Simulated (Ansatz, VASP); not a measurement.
## Ti4C: VASP beside Ansatz

```
CELL_PARAMETERS angstrom
4.22902 0.00000 0.00000
0.00000 4.22902 0.00000
0.00000 0.00000 4.22902
ATOMIC_POSITIONS crystal
Ti 0.00000 0.00000 0.00000
Ti 0.50000 0.50000 0.00000
Ti 0.50000 0.00000 0.50000
Ti 0.00000 0.50000 0.50000
C 0.50000 0.50000 0.50000
```

Change from the starting cell: species swapped into the Ni4N type (Pm-3m, No. 221).

Alike in both runs: functional PBE; k mesh 10 × 10 × 10; occupations gaussian, width 0.1 eV; no spin polarisation.

Ansatz relaxed the structure, and its values are those at the end. VASP's run is a single point on that final structure, the one shown.

```csv
,VASP,Ansatz
version,VASP 6.6.1,Ansatz 0.2.0
potentials or method,"VASP PAW PBE potentials, release 64 (Ti_sv, C), cutoff 520 eV","scalar-relativistic, plane waves, PAW"
valence electrons in the cell,52,52
```

```tsv
	VASP	Ansatz	Ansatz less VASP
gap on the k mesh at the Fermi level (eV)	none	none	-
pressure (GPa)	-0.1	0.0	+0.04
```

A gap of «none» marks a metal or a gap that the smearing closes.
